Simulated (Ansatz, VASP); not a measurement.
**One calculation of SnTe, two programs**

The input INCAR:

```
  PREC = Accurate
  ENCUT = 520
  EDIFF = 1E-6
  ISMEAR = 0
  SIGMA = 0.03
  LREAL = F
  LASPH = T
  NELM = 60
  ALGO = Normal
  ISIF = 2
  LWAVE = F
  LCHARG = T
  GGA = PE
  LELF = T
  LVHAR = T
  NBANDS = 17
```

KPOINTS

```
Automatic mesh
0
Gamma
  10 10 10
```

POSCAR

```
SnTe
1.0
    0.0000000000      3.1565000000      3.1565000000
    3.1565000000      0.0000000000      3.1565000000
    3.1565000000      3.1565000000      0.0000000000
Sn Te
1 1
Direct
    0.0000000000      0.0000000000      0.0000000000
    0.5000000000      0.5000000000      0.5196014077
```

Input for Ansatz:

```yaml
crystal:
  lattice:
    - [0.0, 3.1565, 3.1565]
    - [3.1565, 0.0, 3.1565]
    - [3.1565, 3.1565, 0.0]
  atoms:
    - { symbol: Sn, position: [0.0, 0.0, 0.0] }
    - { symbol: Te, position: [0.5, 0.5, 0.5196014077] }
basis:
  ecutwfc: 420
kpoints:
  mp_grid: { grid: [10, 10, 10] }
hamiltonian:
  xc: pbe
scf:
  occupations: { method: gaussian, width: 0.03 }
output:
  forces: true
  stress: true
  eigenvalues: true
  write_density: true
  write_potential: true
  elf: true
  volumetric_format: npy
```

Change from the starting cell: all Te atoms moved +0.087 Å, as atom 2 along Cartesian [1 1 0].

Alike in both runs: task single point; functional PBE; k mesh 10 × 10 × 10; occupations gaussian, width 0.03 eV; no spin polarisation.

```csv
,VASP,Ansatz
version,VASP 6.6.1,Ansatz 0.2.0
potentials or method,"VASP PAW PBE potentials, release 64 (Sn_d, Te), cutoff 520 eV","scalar-relativistic, plane waves, PAW"
valence electrons in the cell,20,30
```

```csv
,VASP,Ansatz,Ansatz less VASP
gap on the k mesh at the Fermi level (eV),0.06,0.06,-0.001
least direct gap on the mesh (eV),0.06,0.06,-0.001
pressure (GPa),2.1,2.1,+0.06
"traceless stress, the component that is largest in VASP (GPa)",-0.07,-0.07,+0.001
rms of the force components (eV/Å),0.018,0.016,-0.0018
```

Atom by atom the forces differ by 0.002 eV/Å (rms over components). With one functional, cell and mesh, what is left measures potentials, basis and numerics. VASP's potentials hold 20 valence electrons a cell and Ansatz's 30, so a difference there can come from the potentials and not from the codes.

Spin-orbit coupling is off throughout.
